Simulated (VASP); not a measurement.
# VRe (Cmmm) in VASP: relaxation of shape and atoms at fixed volume with LDA

Aim: the relaxation of shape and atoms at fixed volume of VRe with LDA.

All numbers are computed with VASP 6.6.1; they aren't measurements. Logs are shortened: lines on timing, memory, paths and dates and some standing lists are left out, and cuts for length are marked.

## 1. The cell of the first run

Symmetry: Cmmm, No. 65, orthorhombic system. Conventional cell: a = 3.030 Å, b = 4.373 Å, c = 4.231 Å, α = 90.00°, β = 90.00°, γ = 90.00°. V (site symmetry mmm) has 8 Re at 2.60 to 3.04 Å and 6 V at 2.66 to 3.03 Å within 3.4 Å. Re (site symmetry mmm) has 8 V at 2.60 to 3.04 Å and 6 Re at 2.66 to 3.03 Å within 3.4 Å.

## 2. Relaxation of shape and atoms at fixed volume, LDA

INCAR reads:

```
PREC = Accurate
ENCUT = 600
EDIFF = 1E-6
ISMEAR = -1
SIGMA = 0.05
LREAL = F
LASPH = T
NELM = 100
ALGO = Normal
ISIF = 4
LWAVE = F
LCHARG = F
GGA = CA
IBRION = 2
NSW = 50
EDIFFG = -0.01
```

KPOINTS reads:

```
regular mesh
0
Gamma
  14 14 9
```

POSCAR reads:

```
VRe
1.0
    1.5148466500     -2.1866679986      0.0000000000
    1.5148466500      2.1866679986      0.0000000000
    0.0000000000      0.0000000000      4.2305703037
V Re
1 1
Direct
    0.5000000000      0.5000000000      0.5000000000
    0.0000000000      0.0000000000      0.0000000000
```

Potentials or basis: VASP PAW LDA potentials, release 64 (V_sv, Re).

Launch:

```bash
$ cat potpaw_LDA.64/V_sv/POTCAR potpaw_LDA.64/Re/POTCAR > POTCAR
$ mpirun -np 1 vasp_std > vasp.out
```

OUTCAR:

```text
PREC = Accurate
   ENCUT = 600
   EDIFF = 1E-6
   ISMEAR = -1
   LREAL = F
   LASPH = T
   NELM = 100
   ISIF = 4
   GGA = CA
   IBRION = 2
   NSW = 50
   EDIFFG = -0.01

 ion  position               nearest neighbor table
   1  0.500  0.500  0.500-   2 2.60   2 2.60   2 2.60   2 2.60   2 3.04   2 3.04   2 3.04   2 3.04

   2  0.000  0.000  0.000-   1 2.60   1 2.60   1 2.60   1 2.60   1 3.04   1 3.04   1 3.04   1 3.04

  LATTYP: Found a base centered orthorhombic cell.
 ALAT       =     3.0296933000
 B/A-ratio  =     1.4434913254
 C/A-ratio  =     1.3963691651

  Lattice vectors:

 A1 = (   1.5148466500,  -2.1866679986,   0.0000000000)
 A2 = (   1.5148466500,   2.1866679986,   0.0000000000)
 A3 = (   0.0000000000,   0.0000000000,   4.2305703037)

Analysis of symmetry for initial positions (statically):
=====================================================================
 Subroutine PRICEL returns:
 Original cell was already a primitive cell.

 Routine SETGRP: Setting up the symmetry group for a
 base centered orthorhombic supercell.

 Subroutine GETGRP returns: Found  8 space group operations
 (whereof  8 operations were pure point group operations)
 out of a pool of  8 trial point group operations.

The static configuration has the point symmetry D_2h.

Analysis of symmetry for dynamics (positions and initial velocities):
=====================================================================
 Subroutine PRICEL returns:
 Original cell was already a primitive cell.

 Routine SETGRP: Setting up the symmetry group for a
 base centered orthorhombic supercell.

 Subroutine GETGRP returns: Found  8 space group operations
 (whereof  8 operations were pure point group operations)
 out of a pool of  8 trial point group operations.

The dynamic configuration has the point symmetry D_2h.

 Subroutine INISYM returns: Found  8 space group operations
 (whereof  8 operations are pure point group operations),
 and found     1 'primitive' translations

----------------------------------------------------------------------------------------

                                     Primitive cell

  volume of cell :      28.0272

  direct lattice vectors                    reciprocal lattice vectors
     1.514846650 -2.186667999  0.000000000     0.330066413 -0.228658397  0.000000000
     1.514846650  2.186667999  0.000000000     0.330066413  0.228658397  0.000000000
     0.000000000  0.000000000  4.230570304     0.000000000  0.000000000  0.236374750

  length of vectors
     2.660127311  2.660127311  4.230570304     0.401532688  0.401532688  0.236374750
[... 104 lines left out ...]
  Thomas-Fermi vector in A             =   2.579088
   LORBIT       =      0    0 simple, 1 ext, 2 COOP (PROOUT), +10 PAW based schemes
   GGA     = CA    functional components
   LHFCALC =     F    Hartree Fock is set to
   AEXX    =    0.0000 exact exchange contribution
   IVDW    =     0    specifies the selected vdW correction
   LEPSILON=     F    determine dielectric tensor
   LRPA    =     F    only Hartree local field effects (RPA)
 conjugate gradient relaxation of ions
 non-spin polarized calculation
  energy-cutoff  :      600.00
  volume of cell :       28.03
 maximum number of plane-waves:       952
 NGX is ok and might be reduce to    24
   NGX = 11   NGY = 11   NGZ = 17

--------------------------------------- Ionic step        1  -------------------------------------------

 number of electron      20.0000000 magnetization

 Free energy of the ion-electron system (eV)
  ---------------------------------------------------
  ext. energy  EPLUGINS =         0.00000000
  ---------------------------------------------------
  free energy    TOTEN  =       -24.19585791 eV

  energy without entropy =      -24.18676624  energy(sigma->0) =      -24.19131208

------------------------ aborting loop because EDIFF is reached ----------------------------------------

  FORCE on cell =-STRESS in cart. coord.  units (eV):
  Direction    XX          YY          ZZ          XY          YZ          ZX
  --------------------------------------------------------------------------------------
  -------------------------------------------------------------------------------------
  Total       -1.8588879     -2.0396790     -2.0037122      0.0000000      0.0000000      0.0000000
  in kB     -106.2633136   -116.5982338   -114.5421914      0.0000000      0.0000000      0.0000000
  external PRESSURE =    -112.4679130 kB  Pullay stress =       0.0000000 kB
[... 59 lines left out ...]
--------------------------------------- Ionic step        3  -------------------------------------------

 number of electron      20.0000001 magnetization

 Free energy of the ion-electron system (eV)
  ---------------------------------------------------
  ext. energy  EPLUGINS =         0.00000000
  ---------------------------------------------------
  free energy    TOTEN  =       -24.19602711 eV

  energy without entropy =      -24.18695467  energy(sigma->0) =      -24.19149089

 E-fermi :   9.2311     XC(G=0): -13.5924

 val. band max:        9.2152417786   @ k =   0.5000   0.5000   0.1111
 cond. band min:       9.2348315304   @ k =   0.4286   0.0000   0.4444
 fundamental gap:      0.0195897518
 Fermi energy:         9.2311248794

 k-point     1 :       0.0000    0.0000    0.0000
  band No.  band energies     occupation
      1     -54.3588      2.00000
      2     -28.6966      2.00000
      3     -28.3419      2.00000
      4     -28.2118      2.00000
      5       0.1531      2.00000
      6       3.6548      2.00000
      7       5.4315      2.00000
      8       7.8034      2.00000
      9       8.0222      2.00000
     10       8.7144      1.99994
     11      10.3550      0.00000
     12      10.4969      0.00000
     13      10.7181      0.00000
     14      10.7685      0.00000
[... 377 lines left out ...]
      1     -54.2910      2.00000
      2     -28.6598      2.00000
      3     -28.6539      2.00000
      4     -28.3937      2.00000
      5       3.6430      2.00000
      6       5.4073      2.00000
      7       6.1455      2.00000
      8       6.5476      2.00000
      9       7.6219      2.00000
     10       8.3624      2.00000
     11       8.8327      1.99931
     12      10.2312      0.00000
     13      11.1815      0.00000
     14      11.2071      0.00000

 [... further k-points ...]

------------------------ aborting loop because EDIFF is reached ----------------------------------------

  FORCE on cell =-STRESS in cart. coord.  units (eV):
  Direction    XX          YY          ZZ          XY          YZ          ZX
  --------------------------------------------------------------------------------------
  -------------------------------------------------------------------------------------
  Total       -1.9728674     -1.9722614     -1.9632977     -0.0000000      0.0000000      0.0000000
  in kB     -112.7789479   -112.7443062   -112.2318972     -0.0000000      0.0000000      0.0000000
  external PRESSURE =    -112.5850505 kB  Pullay stress =       0.0000000 kB
[... 17 lines left out ...]
  FREE ENERGIE OF THE ION-ELECTRON SYSTEM (eV)
  ---------------------------------------------------
  free  energy   TOTEN  =       -24.1960271052 eV

  energy  without entropy=      -24.1869546749  energy(sigma->0) =      -24.19149089

 reached required accuracy - stopping structural energy minimisation
```

OSZICAR:

```text
N       E                     dE             d eps       ncg     rms          rms(c)
DAV:   1     0.216662866180E+03    0.21666E+03   -0.12691E+04  9308   0.174E+03
DAV:   2    -0.162651682559E+02   -0.23293E+03   -0.22692E+03 11500   0.583E+02
DAV:   3    -0.259376219177E+02   -0.96725E+01   -0.94766E+01 10914   0.117E+02
DAV:   4    -0.265884718052E+02   -0.65085E+00   -0.62418E+00 12360   0.210E+01
[... 20 lines left out ...]
DAV:   1    -0.241960975181E+02   -0.85759E-04   -0.36636E-03 10208   0.995E-01    0.606E-02
DAV:   2    -0.241960450513E+02    0.52467E-04   -0.14023E-04  9604   0.168E-01    0.314E-02
DAV:   3    -0.241960442419E+02    0.80934E-06   -0.17174E-04 15236   0.129E-01    0.375E-02
DAV:   4    -0.241960272710E+02    0.16971E-04   -0.10324E-04 15188   0.925E-02    0.357E-03
DAV:   5    -0.241960271052E+02    0.16576E-06   -0.11167E-06  5364   0.145E-02
   3 F= -.24196027E+02 E0= -.24191491E+02  d E =-.169191E-03
```

It took 3.4 min on 1 thread of Intel Xeon Platinum 8488C (Sapphire Rapids), shared host; peak memory 0.28 GiB.

What came out:

```
Free energy               : -24.1960 eV
Energy gained by relaxing : 0.1 meV/atom
Ionic steps               : 3
Pressure after relaxing   : -11.3 GPa
Band gap on the k mesh    : zero (bands 10 and 11 overlap by 2.41 eV)
```

The path:
| step | energy change (eV) | largest force (eV/Å) | pressure (GPa) | volume (Å³) |
| --- | --- | --- | --- | --- |
| 1 | 0.0000 | 0.0000 | -11.25 | 28.03 |
| 2 | -0.0002 | 0.0000 | -11.22 | 28.03 |
| 3 | -0.0002 | 0.0000 | -11.26 | 28.03 |

Final structure:
```yaml
crystal:
  lattice:
    - [1.51791, -2.18373, 0.00000]
    - [1.51791, 2.18373, 0.00000]
    - [0.00000, 0.00000, 4.22772]
  atoms:
    - { symbol: V, position: [0.50000, 0.50000, 0.50000] }
    - { symbol: Re, position: [0.00000, 0.00000, 0.00000] }
```

Caveat: spin-orbit coupling is left out, which moves the levels of the heavy elements.
